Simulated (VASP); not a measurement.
Write the native input for VASP 6.6.1 that does the following.

```yaml
Task: single point
Functional: PBE
Dispersion: D3(BJ)
Potentials_or_basis: VASP PAW PBE potentials, release 64 (S, Zr_sv, H)
Cutoff: 400 eV
k_mesh: 6 × 6 × 1
Occupations: gaussian, width 0.05 eV
Spin: no spin polarisation
Dipole_correction: yes
Further_INCAR_settings: ALGO = Normal; EDIFF = 1e-06; NBANDS = 62; NELMDL = -8
```

The structure of Zr2HS4 lies in POSCAR:

```
Zr2HS4
1.0
    7.2976778227      0.0000000000      0.0000000000
   -3.6488389114      6.3199743831      0.0000000000
    0.0000000000      0.0000000000     20.9171506047
S Zr H
8 4 2
Direct
    0.3333333333      0.1666666667      0.1912306354
    0.3333333333      0.6666666667      0.1912306354
    0.8333333333      0.1666666667      0.1912306354
    0.8333333333      0.6666666667      0.1912306354
    0.1666666667      0.3333333333      0.3306927762
    0.1666666667      0.8333333333      0.3306927762
    0.6666666667      0.3333333333      0.3306927762
    0.6666666667      0.8333333333      0.3306927762
    0.0000000000      0.0000000000      0.2609617058
    0.0000000000      0.5000000000      0.2609617058
    0.5000000000      0.0000000000      0.2609617058
    0.5000000000      0.5000000000      0.2609617058
    0.2866163718      0.7133836282      0.4134000260
    0.3800502948      0.6199497052      0.4134000260
```

The input as run:

INCAR

```
PREC = Accurate ; ENCUT = 400
EDIFF = 1E-6 ; ISMEAR = 0
SIGMA = 0.05 ; LREAL = F
LASPH = T ; NELM = 120
ALGO = Normal ; ISIF = 2
LWAVE = F ; LCHARG = F
LDIPOL = T ; IDIPOL = 3
DIPOL = 0.5 0.5 0.283 ; GGA = PE
IVDW = 12 ; NBANDS = 62
GGA_COMPAT = F ; NELMDL = -8
```

KPOINTS

```
Automatic mesh
0
Gamma
  6 6 1
```

Potentials or basis: VASP PAW PBE potentials, release 64 (S, Zr_sv, H).

Launch:

```bash
$ cat potpaw_PBE.64/S/POTCAR potpaw_PBE.64/Zr_sv/POTCAR potpaw_PBE.64/H/POTCAR > POTCAR
$ mpirun -np 1 vasp_std > vasp.out
```

Results of the run:

The largest force is 4.335 eV/Å. The band gap on the k mesh is 1.10 eV and the dispersion energy per atom is -0.224 eV.

Wall time 25 min on 1 thread of Intel(R) Xeon(R) Platinum 8259CL CPU @ 2.50GHz (Skylake/Cascade Lake), with other jobs on the host, peak memory 0.89 GiB.
